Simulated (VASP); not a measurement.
# ZnSe: single point with LDA

ZnSe:

```
CELL_PARAMETERS angstrom
0.00000 2.83244 2.83244
2.83244 0.00000 2.83244
2.83244 2.83244 0.00000
ATOMIC_POSITIONS crystal
Zn 0.00000 0.00000 0.00000
Se 0.25000 0.25000 0.25000
```

```
Program             : VASP 6.6.1
Task                : single point
Functional          : LDA
Potentials or basis : VASP PAW LDA potentials, release 64 (Zn, Se)
Cutoff              : 520 eV
k mesh              : 6 × 6 × 6
Occupations         : gaussian, width 0.1 eV
Spin                : no spin polarisation
```

* Pressure: -3.0 GPa
* Band gap on the k mesh: 1.07 eV, direct

Levels at points of the mesh, in eV from the valence-band top:
```
           k point  band 5  band 6  band 7  band 8  band 9  band 10  band 11  band 12  band 13  band 14
(0.00, 0.00, 0.00)   -6.33   -6.33    0.00    0.00    0.00     1.07     5.70     5.70     5.70     9.65
(0.50, 0.00, 0.00)   -6.31   -6.17   -5.30   -0.88   -0.88     2.37     6.28     6.28     8.35    10.73
(0.50, 0.50, 0.00)   -6.28   -6.14   -4.84   -2.21   -2.21     2.80     3.32    10.53    11.09    11.09
```

Wall time 14 s on 1 thread of Intel Xeon 8259CL (shared host), peak memory 0.15 GiB.
